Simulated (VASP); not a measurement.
# Te2Mo in VASP: further runs

The runs below take Te2Mo through single point, with PBE, r2SCAN, RPBE.

Program: VASP 6.6.1. These are calculated values, not measurements. Logs are shortened: lines on timing, memory, paths and dates and some standing lists are left out, and cuts for length are marked.

### 1 The cell of the first run

The cell holds a slab with vacuum, 9 atoms: a = 3.562 Å, b = 3.562 Å, c = 31.563 Å, α = 90.00°, β = 90.00°, γ = 120.00°.

### 2 Single point, PBE

INCAR

```
PREC = Accurate ; ENCUT = 520
EDIFF = 1E-7 ; ISMEAR = 0
SIGMA = 0.013000000000000001 ; LREAL = F
LASPH = T ; NELM = 100
ALGO = Normal ; ISIF = 2
LWAVE = F ; LCHARG = F
GGA = PE ; NBANDS = 49
```

KPOINTS

```
regular mesh
0
Gamma
  9 9 1
```

POSCAR

```
Te2Mo
1.0
    3.5624185427      0.0000000000      0.0000000000
   -1.7812092714      3.0851449569      0.0000000000
    0.0000000000      0.0000000000     31.5632657400
Te Mo
6 3
Direct
    0.0000000000      0.0000000000      0.0567620800
    0.3333333333      0.6666666667      0.2889862200
    0.3333333333      0.6666666667      0.8244042500
    0.3333333333      0.6666666667      0.1755957500
    0.3333333333      0.6666666667      0.7110137800
    0.0000000000      0.0000000000      0.9432379200
    0.3333333333      0.6666666667      0.0000000000
    0.0000000000      0.0000000000      0.2323060100
    0.0000000000      0.0000000000      0.7676939900
```

Potentials or basis: VASP PAW PBE potentials, release 64 (Te, Mo_sv).

The run is started by

```console
> cat potpaw_PBE.64/Te/POTCAR potpaw_PBE.64/Mo_sv/POTCAR > POTCAR
> mpirun -np 1 vasp_std > vasp.out
```

OUTCAR:

```text
PREC = Accurate
   ENCUT = 520
   EDIFF = 1E-7
   ISMEAR = 0
   LREAL = F
   LASPH = T
   NELM = 100
   ISIF = 2
   GGA = PE

 ion  position               nearest neighbor table
   1  0.000  0.000  0.057-   7 2.73   7 2.73   7 2.73   6 3.58
   2  0.333  0.667  0.289-   8 2.73   8 2.73   8 2.73   4 3.58
   3  0.333  0.667  0.824-   9 2.73   9 2.73   9 2.73   5 3.58
   4  0.333  0.667  0.176-   8 2.73   8 2.73   8 2.73   2 3.58
   5  0.333  0.667  0.711-   9 2.73   9 2.73   9 2.73   3 3.58
   6  0.000  0.000  0.943-   7 2.73   7 2.73   7 2.73   1 3.58
   7  0.333  0.667  0.000-   1 2.73   6 2.73   1 2.73   6 2.73   1 2.73   6 2.73
   8  0.000  0.000  0.232-   2 2.73   2 2.73   2 2.73   4 2.73   4 2.73   4 2.73
   9  0.000  0.000  0.768-   5 2.73   5 2.73   5 2.73   3 2.73   3 2.73   3 2.73

  LATTYP: Found a hexagonal cell.
 ALAT       =     3.5624185427
 C/A-ratio  =     8.8600666546

  Lattice vectors:

 A1 = (   3.5624185427,   0.0000000000,   0.0000000000)
 A2 = (  -1.7812092714,   3.0851449569,   0.0000000000)
 A3 = (   0.0000000000,   0.0000000000,  31.5632657400)

Analysis of symmetry for initial positions (statically):
=====================================================================
 Subroutine PRICEL returns:
 Original cell was already a primitive cell.

 Routine SETGRP: Setting up the symmetry group for a
 hexagonal supercell.

 Subroutine GETGRP returns: Found 12 space group operations
 (whereof 12 operations were pure point group operations)
 out of a pool of 24 trial point group operations.

The static configuration has the point symmetry D_3h.

Analysis of symmetry for dynamics (positions and initial velocities):
=====================================================================
 Subroutine PRICEL returns:
 Original cell was already a primitive cell.

 Routine SETGRP: Setting up the symmetry group for a
 hexagonal supercell.

 Subroutine GETGRP returns: Found 12 space group operations
 (whereof 12 operations were pure point group operations)
 out of a pool of 24 trial point group operations.

The dynamic configuration has the point symmetry D_3h.

 Subroutine INISYM returns: Found 12 space group operations
 (whereof 12 operations are pure point group operations),
 and found     1 'primitive' translations

[... 100 lines left out ...]
   NFREE  =      0    steps in history (QN), initial steepest desc. (CG)
   ISIF   =      2    stress and relaxation
   ISYM   =      2    0-nonsym 1-usesym 2-fastsym
   POTIM  = 0.5000    time-step for ionic-motion
   TEBEG  =    0.0;   TEEND  =   0.0 temperature during run
   PSTRESS=    0.0 pullay stress
   NELECT =      78.0000    total number of electrons
   NUPDOWN=      -1.0000    fix difference up-down
   EMIN   =  10.00;   EMAX   =-10.00  energy-range for DOS
   EFERMI =   0.00;   METHOD = LEGACY
   ISMEAR =     0;   SIGMA  =   0.01  broadening in eV -4-tet -1-fermi 0-gaus
   EFERMI_NEDOS =   21; number of points for ismear=-14 and -15
   IALGO  =     38    algorithm
   IMIX   =      4    mixing-type and parameters
     AMIX     =   0.40;   BMIX     =  1.00
     AMIX_MAG =   1.60;   BMIX_MAG =  1.00
  volume/ion in A,a.u.               =      38.54       260.11
  Fermi-wavevector in a.u.,A,eV,Ry     =   0.995495  1.881212 13.483501  0.991009
  Thomas-Fermi vector in A             =   2.127518
   LORBIT       =      0    0 simple, 1 ext, 2 COOP (PROOUT), +10 PAW based schemes
   GGA     = PE    functional components
   LHFCALC =     F    Hartree Fock is set to
   AEXX    =    0.0000 exact exchange contribution
   IVDW    =     0    specifies the selected vdW correction
   LEPSILON=     F    determine dielectric tensor
   LRPA    =     F    only Hartree local field effects (RPA)
 non-spin polarized calculation
 Gauss-broadening in eV      SIGMA  =   0.01
  energy-cutoff  :      520.00
  volume of cell :      346.90
 maximum number of plane-waves:      9465
 NGX is ok and might be reduce to    28
   NGX = 13   NGY = 13   NGZ =117

 number of electron      78.0000000 magnetization

 Free energy of the ion-electron system (eV)
  ---------------------------------------------------
  ext. energy  EPLUGINS =         0.00000000
  ---------------------------------------------------
  free energy    TOTEN  =       -54.08201523 eV

  energy without entropy =      -54.08201523  energy(sigma->0) =      -54.08201523

 E-fermi :   3.5457     XC(G=0):  -7.2713

 val. band max:        3.4646731505   @ k =   0.0000   0.0000   0.0000
 cond. band min:       4.4665640132   @ k =   0.3333   0.3333   0.0000
 fundamental gap:      1.0018908627
 Fermi energy:         3.5457179559

 k-point     1 :       0.0000    0.0000    0.0000
  band No.  band energies     occupation
      1     -57.2434      2.00000
      2     -57.2428      2.00000
      3     -57.2428      2.00000
      4     -31.3864      2.00000
      5     -31.3861      2.00000
      6     -31.3861      2.00000
[... 613 lines left out ...]
     48       5.9306      0.00000
     49       7.3000      0.00000

------------------------ aborting loop because EDIFF is reached ----------------------------------------

  FORCE on cell =-STRESS in cart. coord.  units (eV):
  Direction    XX          YY          ZZ          XY          YZ          ZX
  --------------------------------------------------------------------------------------
  -------------------------------------------------------------------------------------
  Total        0.5103111      0.5103111      2.6245704     -0.0000000     -0.0000000      0.0000000
  in kB        2.3569108      2.3569108     12.1217791     -0.0000000     -0.0000000      0.0000000
  external PRESSURE =       5.6118669 kB  Pullay stress =       0.0000000 kB

 VOLUME and BASIS-vectors are now :
 -----------------------------------------------------------------------------
  energy-cutoff  :      520.00
  volume of cell :      346.90
      direct lattice vectors                 reciprocal lattice vectors
     3.562418543  0.000000000  0.000000000     0.280708173  0.162066939  0.000000000
    -1.781209271  3.085144957  0.000000000     0.000000000  0.324133878  0.000000000
     0.000000000  0.000000000 31.563265740     0.000000000  0.000000000  0.031682400

 POSITION                                       TOTAL-FORCE (eV/Angst)
 -----------------------------------------------------------------------------------
      0.00000      0.00000      1.79160         0.000000      0.000000      0.191561
     -0.00000      2.05676      9.12135        -0.000000     -0.000000      0.229857
     -0.00000      2.05676     26.02089         0.000000      0.000000      0.217920
     -0.00000      2.05676      5.54238         0.000000      0.000000     -0.217920
     -0.00000      2.05676     22.44192         0.000000      0.000000     -0.229857
      0.00000      0.00000     29.77167         0.000000      0.000000     -0.191561
     -0.00000      2.05676      0.00000        -0.000000      0.000000     -0.000000
      0.00000      0.00000      7.33234         0.000000     -0.000000      0.013250
      0.00000      0.00000     24.23093         0.000000     -0.000000     -0.013250
 -----------------------------------------------------------------------------------
    total drift:                                0.000001     -0.000000     -0.000000

  FREE ENERGIE OF THE ION-ELECTRON SYSTEM (eV)
  ---------------------------------------------------
  free  energy   TOTEN  =       -54.0820152316 eV

  energy  without entropy=      -54.0820152316  energy(sigma->0) =      -54.08201523
```

OSZICAR:

```text
N       E                     dE             d eps       ncg     rms          rms(c)
DAV:   1     0.555824958815E+03    0.55582E+03   -0.39475E+04  1520   0.135E+03
DAV:   2    -0.159352795052E+02   -0.57176E+03   -0.55215E+03  1442   0.299E+02
DAV:   3    -0.543103875916E+02   -0.38375E+02   -0.37428E+02  1480   0.648E+01
DAV:   4    -0.560059873328E+02   -0.16956E+01   -0.16744E+01  1672   0.125E+01
[... 17 lines left out ...]
DAV:  22    -0.540820086037E+02   -0.15468E-04   -0.60087E-07  1168   0.244E-03    0.353E-03
DAV:  23    -0.540820140453E+02   -0.54416E-05   -0.17759E-07   928   0.123E-03    0.150E-03
DAV:  24    -0.540820148828E+02   -0.83756E-06   -0.51472E-08   896   0.824E-04    0.538E-04
DAV:  25    -0.540820151392E+02   -0.25634E-06   -0.18597E-08   776   0.383E-04    0.273E-04
DAV:  26    -0.540820152316E+02   -0.92453E-07   -0.86146E-09   792   0.241E-04
   1 F= -.54082015E+02 E0= -.54082015E+02  d E =-.341407E-20
```

stdout:

```text
POSCAR found type information on POSCAR TeMo
 POSCAR found :  2 types and       9 ions
 scaLAPACK will be used
 LDA part: xc-table for (Slater+PW92), standard interpolation
 POSCAR, INCAR and KPOINTS ok, starting setup
 FFT: planning ... GRIDC
 FFT: planning ... GRID_SOFT
 FFT: planning ... GRID
 WAVECAR not read
 entering main loop
```

Run time: 4.3 min. Hardware: 1 thread of AMD EPYC 9R45 (Zen 5), shared host; peak memory 0.5 GiB.

What came out:

```
Free energy            : -54.0820 eV
Largest force          : 0.230 eV/Å
Band gap on the k mesh : 1.00 eV
```

Forces on the atoms (eV/Å):
```
Te   0.000  0.000  0.192
Te   0.000  0.000  0.230
Te   0.000  0.000  0.218
Te   0.000  0.000 -0.218
Te   0.000  0.000 -0.230
Te   0.000  0.000 -0.192
Mo   0.000  0.000  0.000
Mo   0.000  0.000  0.013
Mo   0.000  0.000 -0.013
```

Caveat: there is no dipole correction, which matters where the two faces differ; spin-orbit coupling is left out, which moves the levels of the heavy elements.

### 3 Single point, PBE

INCAR

```
SYSTEM = Te2Mo
ALGO     = Normal         ! electronic algorithm
EDIFF    = 1E-6           ! SCF threshold, eV
ENCUT    = 520            ! plane-wave cutoff, eV
GGA      = PE             ! functional
ISIF     = 2              ! what is computed and relaxed
ISMEAR   = 0              ! smearing method
LASPH    = .True.         ! aspherical terms in the spheres
LCHARG   = .False.        ! write CHGCAR
LREAL    = .False.        ! projectors in reciprocal space
LWAVE    = .False.        ! write WAVECAR
NBANDS   = 49             ! bands
NELM     = 60             ! most SCF steps
PREC     = Accurate       ! precision mode
SIGMA    = 0.014          ! smearing width, eV
```

KPOINTS

```
k-points
0
Gamma
  9 9 1
  0 0 0
```

POSCAR is that of step 2.

Potentials or basis: VASP PAW PBE potentials, release 64 (Te, Mo_sv).

The run is started by

```console
> cat potpaw_PBE.64/Te/POTCAR potpaw_PBE.64/Mo_sv/POTCAR > POTCAR
> mpirun -np 1 vasp_std > vasp.out
```

It took 4.1 min on 1 thread of AMD EPYC 9R45 (Zen 5), shared host; peak memory 0.5 GiB.

The run converged. Its results:

```yaml
Free_energy: -54.0820 eV
Largest_force: 0.230 eV/Å
Band_gap_on_the_k_mesh: 1.00 eV
```

Forces in eV/Å, atoms in the order of the input:
```
Te   0.000  0.000  0.192
Te   0.000  0.000  0.230
Te   0.000  0.000  0.218
Te   0.000  0.000 -0.218
Te   0.000  0.000 -0.230
Te   0.000  0.000 -0.192
Mo   0.000  0.000  0.000
Mo   0.000  0.000  0.013
Mo   0.000  0.000 -0.013
```

Levels at points of the mesh, in eV from the valence-band top:
```
           k point  band 36  band 37  band 38  band 39  band 40  band 41  band 42  band 43
(0.00, 0.00, 0.00)    -0.94    -0.59    -0.17     0.00     2.98     2.98     3.01     3.01
```

Caveat: there is no dipole correction, which matters where the two faces differ; spin-orbit coupling is left out, which moves the levels of the heavy elements.

### 4 Single point, r2SCAN

POSCAR is that of step 3.

INCAR.step1

```
SYSTEM = Te2Mo
PREC = Accurate
ENCUT = 520
ISMEAR = -1
SIGMA = 0.05
LREAL = .False.
LASPH = .True.
NELM = 60
NBANDS = 49
GGA = PE
ALGO = Normal
EDIFF = 1E-4
LWAVE = .True.
LCHARG = .False.
```

INCAR.step2

```
SYSTEM = Te2Mo
PREC = Accurate
ENCUT = 520
EDIFF = 1E-6
ISMEAR = -1
SIGMA = 0.05
LREAL = .False.
LASPH = .True.
NELM = 60
ALGO = Normal
ISIF = 2
LWAVE = .False.
LCHARG = .True.
METAGGA = R2SCAN
LMIXTAU = .True.
LELF = .True.
LVHAR = .True.
NBANDS = 49
ISTART = 1
```

KPOINTS

```
Automatic mesh
0
Gamma
  9 9 1
  0 0 0
```

The run is started by

```console
> cat potpaw_PBE.64/Te/POTCAR potpaw_PBE.64/Mo_sv/POTCAR > POTCAR
> cp INCAR.step1 INCAR
> mpirun -np 1 vasp_std > vasp.out
> cp INCAR.step2 INCAR
> mpirun -np 1 vasp_std > vasp.out
```

Wall time 17 min (1 thread of AMD EPYC 9R45 (Zen 5), shared host); peak memory 0.54 GiB.

The run converged. Its results:

- Free energy: -233.4370 eV
- Largest force: 0.025 eV/Å
- Band gap on the k mesh: 1.08 eV

Forces on the atoms (eV/Å):
```
Te   0.000  0.000 -0.003
Te   0.000  0.000  0.017
Te   0.000  0.000  0.025
Te   0.000  0.000 -0.025
Te   0.000  0.000 -0.017
Te   0.000  0.000  0.003
Mo   0.000  0.000  0.000
Mo   0.000  0.000  0.015
Mo   0.000  0.000 -0.015
```

Levels at points of the mesh, in eV from the valence-band top:
```
           k point  band 36  band 37  band 38  band 39  band 40  band 41  band 42  band 43
(0.00, 0.00, 0.00)    -1.05    -0.62    -0.20    -0.02     3.09     3.09     3.12     3.12
```

Caveat: there is no dipole correction, which matters where the two faces differ; the PAW data sets were made with another functional, which shifts forces and pressure a little; spin-orbit coupling is left out, which moves the levels of the heavy elements.

### 5 Single point, RPBE

This run uses another cell than the first one.

INCAR

```
SYSTEM = Te2Mo
  PREC = Accurate
  ENCUT = 500
  EDIFF = 1E-6
  ISMEAR = -1
  SIGMA = 0.05
  LREAL = .False.
  LASPH = .True.
  NELM = 120
  ALGO = Normal
  ISIF = 2
  LWAVE = .False.
  LCHARG = .False.
  GGA = RP
  NBANDS = 49
  GGA_COMPAT = .False.
```

KPOINTS

```
Automatic mesh
0
Gamma
  7 7 1
  0 0 0
```

POSCAR

```
Te2Mo
1.0
    3.5904541946      0.0000000000      0.0000000000
   -1.7952270973      3.1094245436      0.0000000000
    0.0000000000      0.0000000000     33.8901210416
Te Mo
6 3
Direct
    0.0000000000      0.0000000000      0.0533760757
    0.3333333333      0.6666666667      0.3340149456
    0.3333333333      0.6666666667      0.7727076596
    0.3333333333      0.6666666667      0.2272923404
    0.3333333333      0.6666666667      0.6659850544
    0.0000000000      0.0000000000      0.9466239243
    0.3333333333      0.6666666667      0.0000000000
    0.0000000000      0.0000000000      0.2806547700
    0.0000000000      0.0000000000      0.7193452300
```

The run is started by

```console
> cat potpaw_PBE.64/Te/POTCAR potpaw_PBE.64/Mo_sv/POTCAR > POTCAR
> mpirun -np 1 vasp_std > vasp.out
```

It took 4.6 min on 1 thread of Oxide Virtual Turin-like, shared host; peak memory 0.45 GiB.

It converged, with:

| Item | Value |
| --- | --- |
| Free energy | -50.4751 eV |
| Largest force | 0.005 eV/Å |
| Band gap on the k mesh | 1.33 eV |

Forces on the atoms (eV/Å):
```
Te   0.000  0.000 -0.005
Te   0.000  0.000  0.003
Te   0.000  0.000  0.001
Te   0.000  0.000 -0.001
Te   0.000  0.000 -0.003
Te   0.000  0.000  0.005
Mo   0.000  0.000  0.000
Mo   0.000  0.000  0.000
Mo   0.000  0.000  0.000
```

Levels at points of the mesh, in eV from the valence-band top:
```tsv
k point	band 36	band 37	band 38	band 39	band 40	band 41	band 42	band 43
(0.00, 0.00, 0.00)	-0.76	-0.28	-0.24	-0.20	3.07	3.07	3.07	3.07
```

Caveat: there is no dipole correction, which matters where the two faces differ; the PAW data sets were made with another functional, which shifts forces and pressure a little; spin-orbit coupling is left out, which moves the levels of the heavy elements.

### 6 The runs side by side

| level | cell | k mesh | cutoff (eV) | smearing | gap on the mesh (eV) | largest force (eV/Å) |
| --- | --- | --- | --- | --- | --- | --- |
| PBE | a = 3.562, b = 3.562, c = 31.563 Å, angles 90.0, 90.0, 120.0°, 9 atoms, atomic positions A | 9 × 9 × 1 | 520 | gaussian 0.013 eV | 1.00 | 0.23 |
| PBE | a = 3.562, b = 3.562, c = 31.563 Å, angles 90.0, 90.0, 120.0°, 9 atoms, atomic positions A | 9 × 9 × 1 | 520 | gaussian 0.014 eV | 1.00 | 0.23 |
| r2SCAN | a = 3.562, b = 3.562, c = 31.563 Å, angles 90.0, 90.0, 120.0°, 9 atoms, atomic positions A | 9 × 9 × 1 | 520 | fermi-dirac 0.05 eV | 1.08 | 0.02 |
| RPBE | a = 3.590, b = 3.590, c = 33.890 Å, angles 90.0, 90.0, 120.0°, 9 atoms, atomic positions B | 7 × 7 × 1 | 500 | fermi-dirac 0.05 eV | 1.33 | - |

Alike in all rows: task single point; potentials or basis VASP PAW PBE potentials, release 64 (Te, Mo_sv); no spin polarisation.

On the cell as given the gap runs from 1.00 eV (PBE) to 1.08 eV (r2SCAN).

Caveats: there is no dipole correction, which matters where the two faces differ; spin-orbit coupling is left out, which moves the levels of the heavy elements; the PAW data sets were made with another functional, which shifts forces and pressure a little (at least some runs).

Total energies depend on the potentials used, so only differences within one code and one set of settings carry meaning.
